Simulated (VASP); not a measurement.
# LiH (Fm-3m) in VASP: notebook

LiH is run at these levels: LDA; tasks: vibrations by perturbation theory.

Everything below comes from runs of VASP 6.6.1. Logs are shortened: lines on timing, memory, paths and dates and some standing lists are left out, and cuts for length are marked.

## Step 1: The cell of the first run

The structure is cubic, space group Fm-3m (No. 225). Conventional cell: a = 3.882 Å, b = 3.882 Å, c = 3.882 Å, α = 90.00°, β = 90.00°, γ = 90.00°. Within 2.6 Å of Li (site symmetry m-3m) lie 6 H at 1.94 Å. H (site symmetry m-3m) has 6 Li at 1.94 Å within 2.6 Å.

## Step 2: Vibrations by perturbation theory, LDA

The input, INCAR:

```
SYSTEM = LiH
PREC = Accurate ; ENCUT = 520
EDIFF = 1E-8 ; ISMEAR = 0
SIGMA = 0.01 ; LREAL = .False.
LASPH = .True. ; NELM = 100
ALGO = Normal ; ISIF = 2
LWAVE = .False. ; LCHARG = .False.
IBRION = 8 ; NSW = 1
LEPSILON = .True.
```

The input, KPOINTS:

```
Automatic mesh
0
Gamma
  10 10 10
  0 0 0
```

The input, POSCAR:

```
LiH
1.0
    0.0000000000      1.9411000000      1.9411000000
    1.9411000000      0.0000000000      1.9411000000
    1.9411000000      1.9411000000      0.0000000000
Li H
1 1
Direct
    0.0000000000      0.0000000000      0.0000000000
    0.5000000000      0.5000000000      0.5000000000
```

Potentials or basis: VASP PAW LDA potentials, release 64 (Li_sv, H).

On the command line:

```sh
$ cat potpaw_LDA.64/Li_sv/POTCAR potpaw_LDA.64/H/POTCAR > POTCAR
$ mpirun -np 1 vasp_std > vasp.out
```

OUTCAR:

```text
SYSTEM = LiH
   PREC = Accurate
   ENCUT = 520
   EDIFF = 1E-8
   ISMEAR = 0
   LREAL = .False.
   LASPH = .True.
   NELM = 100
   ISIF = 2
   IBRION = 8
   NSW = 1
   LEPSILON = .True.

 ion  position               nearest neighbor table
   1  0.000  0.000  0.000-
   2  0.500  0.500  0.500-

  LATTYP: Found a face centered cubic cell.
 ALAT       =     3.8822000000

  Lattice vectors:

 A1 = (   0.0000000000,   1.9411000000,   1.9411000000)
 A2 = (   1.9411000000,   0.0000000000,   1.9411000000)
 A3 = (   1.9411000000,   1.9411000000,   0.0000000000)

Analysis of symmetry for initial positions (statically):
=====================================================================
 Subroutine PRICEL returns:
 Original cell was already a primitive cell.

 Routine SETGRP: Setting up the symmetry group for a
 face centered cubic supercell.

 Subroutine GETGRP returns: Found 48 space group operations
 (whereof 48 operations were pure point group operations)
 out of a pool of 48 trial point group operations.

The static configuration has the point symmetry O_h .

Analysis of symmetry for dynamics (positions and initial velocities):
=====================================================================
 Subroutine PRICEL returns:
 Original cell was already a primitive cell.

 Routine SETGRP: Setting up the symmetry group for a
 face centered cubic supercell.

 Subroutine GETGRP returns: Found 48 space group operations
 (whereof 48 operations were pure point group operations)
 out of a pool of 48 trial point group operations.

The dynamic configuration has the point symmetry O_h .

 Subroutine INISYM returns: Found 48 space group operations
 (whereof 48 operations are pure point group operations),
[... 447 lines left out ...]
 -----------------------------------------------------------------------------
     0.00147  0.00000  0.00000
     0.00000 -0.00397  0.00000
     0.00000  0.00000 -0.00397

 MACROSCOPIC STATIC DIELECTRIC TENSOR (including local field effects in DFT)
 ------------------------------------------------------
           5.135436    -0.000000    -0.000000
          -0.000000     5.135436     0.000000
           0.000000     0.000000     5.135436
 ------------------------------------------------------

 PIEZOELECTRIC TENSOR (including local field effects)  for field in x, y, z        (e  Angst)
          XX          YY          ZZ          XY          YZ          ZX
  --------------------------------------------------------------------------------
  x     0.00000     0.00000     0.00000     0.00000     0.00000     0.00000
  y     0.00000     0.00000     0.00000     0.00000     0.00000     0.00000
  z     0.00000     0.00000     0.00000     0.00000     0.00000     0.00000

 PIEZOELECTRIC TENSOR (including local field effects)  for field in x, y, z        (C/m^2)
          XX          YY          ZZ          XY          YZ          ZX
  --------------------------------------------------------------------------------
  x     0.00000     0.00000     0.00000     0.00000     0.00000     0.00000
  y     0.00000     0.00000     0.00000     0.00000     0.00000     0.00000
  z     0.00000     0.00000     0.00000     0.00000     0.00000     0.00000

 BORN EFFECTIVE CHARGES (including local field effects) (in |e|, cummulative output)
 ---------------------------------------------------------------------------------
 ion    1
    1     1.02898     0.00000     0.00000
    2     0.00000     1.02898     0.00000
    3     0.00000     0.00000     1.02898
 ion    2
    1    -1.02898    -0.00000    -0.00000
    2    -0.00000    -1.02898    -0.00000
    3     0.00000     0.00000    -1.02898

 INTERNAL STRAIN TENSOR FOR ION    2 for displacements in x,y,z  (eV/Angst):
          X           Y           Z          XY          YZ          ZX
  --------------------------------------------------------------------------------
  x     0.00000     0.00000     0.00000     0.00000     0.00000     0.00000
  y     0.00000     0.00000     0.00000     0.00000     0.00000     0.00000
  z     0.00000     0.00000     0.00000     0.00000     0.00000     0.00000

 SECOND DERIVATIVES (NOT SYMMETRIZED)
 ------------------------------------
               1X          1Y          1Z          2X          2Y          2Z
  1X    -1.421276    0.000000    0.000000    1.421276    0.000000    0.000000
  1Y     0.000000   -1.421276    0.000000    0.000000    1.421276    0.000000
  1Z     0.000000    0.000000   -1.421276    0.000000    0.000000    1.421276
  2X     1.448845    0.000000    0.000000   -1.448845    0.000000    0.000000
  2Y     0.000000    1.448845    0.000000    0.000000   -1.448845    0.000000
  2Z     0.000000    0.000000    1.448845    0.000000    0.000000   -1.448845

 Eigenvectors and eigenvalues of the dynamical matrix
 ----------------------------------------------------

   1 f  =   20.091142 THz   126.236366 2PiTHz  670.168349 cm-1    83.090248 meV
             X         Y         Z           dx          dy          dz
      0.000000  0.000000  0.000000     0.000000    0.350382    0.000000
      1.941100  1.941100  1.941100     0.000000   -0.936607    0.000000
[... 21 lines left out ...]
   6 f/i=    0.063332 THz     0.397929 2PiTHz    2.112540 cm-1     0.261921 meV
             X         Y         Z           dx          dy          dz
      0.000000  0.000000  0.000000     0.000000   -0.936607    0.000000
      1.941100  1.941100  1.941100     0.000000   -0.350382    0.000000

--------------------------------------------------------------------------------------------------------

 MACROSCOPIC STATIC DIELECTRIC TENSOR IONIC CONTRIBUTION
 ------------------------------------------------------
           9.126778     0.000000     0.000000
           0.000000     9.126778     0.000000
           0.000000     0.000000     9.126778
 ------------------------------------------------------

 ELASTIC MODULI CONTR FROM IONIC RELAXATION (kBar)
 Direction    XX          YY          ZZ          XY          YZ          ZX
 --------------------------------------------------------------------------------
 XX           0.0000      0.0000      0.0000      0.0000      0.0000      0.0000
 YY           0.0000      0.0000      0.0000      0.0000      0.0000      0.0000
 ZZ           0.0000      0.0000      0.0000      0.0000      0.0000      0.0000
 XY           0.0000      0.0000      0.0000      0.0000      0.0000      0.0000
 YZ           0.0000      0.0000      0.0000      0.0000      0.0000      0.0000
 ZX           0.0000      0.0000      0.0000      0.0000      0.0000      0.0000
 --------------------------------------------------------------------------------

 PIEZOELECTRIC TENSOR IONIC CONTR  for field in x, y, z        (C/m^2)
          XX          YY          ZZ          XY          YZ          ZX
  --------------------------------------------------------------------------------
  x     0.00000     0.00000     0.00000     0.00000     0.00000     0.00000
  y     0.00000     0.00000     0.00000     0.00000     0.00000     0.00000
  z     0.00000     0.00000     0.00000     0.00000     0.00000     0.00000
```

OSZICAR:

```text
N       E                     dE             d eps       ncg     rms          rms(c)
DAV:   1    -0.230652066399E+01   -0.23065E+01   -0.14302E+03   588   0.593E+02
DAV:   2    -0.669606513367E+01   -0.43895E+01   -0.43895E+01   834   0.674E+01
DAV:   3    -0.675544983067E+01   -0.59385E-01   -0.59385E-01   660   0.736E+00
[... 175 lines left out ...]
RMM:   6    -0.172933960067E-01    0.36849E-05   -0.19707E-07  2624   0.245E-03    0.791E-05
RMM:   7    -0.172946926175E-01   -0.12966E-05   -0.10736E-08  2715   0.596E-04    0.780E-05
RMM:   8    -0.172936254383E-01    0.10672E-05   -0.16965E-08  2770   0.177E-04    0.999E-06
RMM:   9    -0.172936156931E-01    0.97452E-08   -0.11984E-07  2877   0.564E-05    0.769E-06
RMM:  10    -0.172934715300E-01    0.14416E-06   -0.92271E-08  2760   0.212E-05    0.466E-07
RMM:  11    -0.172934753743E-01   -0.38443E-08   -0.30822E-08  2648   0.675E-06    0.188E-07
 Linear response finished
```

stdout:

```text
POSCAR found type information on POSCAR LiH
 POSCAR found :  2 types and       2 ions
 scaLAPACK will be used
 LDA part: xc-table for (Slater(with rela. corr.)+CA(PZ))
 , standard interpolation
 POSCAR, INCAR and KPOINTS ok, starting setup
 FFT: planning ... GRIDC
 FFT: planning ... GRID_SOFT
 FFT: planning ... GRID
[... 24 lines left out ...]
 Linear response to external field, progress :
  Direction:   3
 dielectric tensor                  component  3 :    -0.035    -0.178     5.135
 Linear response DOF=           2
 Linear response progress:
 first order change of Fermi-energy  -0.10351E-03
 force on displaced ion       1 direction 1 :  -1.421   0.000   0.000
 Born effective charge ion    1 direction 1 :   1.028   0.000   0.000
 Linear response progress:
 first order change of Fermi-energy   0.18058E-03
 force on displaced ion       2 direction 1 :  -1.449   0.000   0.000
 Born effective charge ion    2 direction 1 :  -1.030   0.000   0.000
 Born effective charges drift removed
 Linear response finished
```

Wall time 1.9 min (1 thread of Intel Xeon 8259CL, shared host); peak memory 0.14 GiB.

Results:

| Quantity | Value |
| --- | --- |
| Electronic dielectric tensor (diagonal) | 5.14 |
| Born charges (mean of the diagonal) | Li +1.03; H -1.03 e |
| Highest phonon frequency at Γ, LO-TO splitting left out | 670 cm⁻¹ |

Phonon frequencies in cm⁻¹ (negative: imaginary):
```
              q point           frequencies
(0.000, 0.000, 0.000)  -2 -2 -2 670 670 670
```

Electronic dielectric tensor:
```
5.14 0.00 0.00
0.00 5.14 0.00
0.00 0.00 5.14
```

Born effective charge tensors (e):
atom 1, Li
```
1.03 0.00 0.00
0.00 1.03 0.00
0.00 0.00 1.03
```
atom 2, H
```
-1.03  0.00  0.00
 0.00 -1.03  0.00
 0.00  0.00 -1.03
```

(Continued in part 2 of 2.)
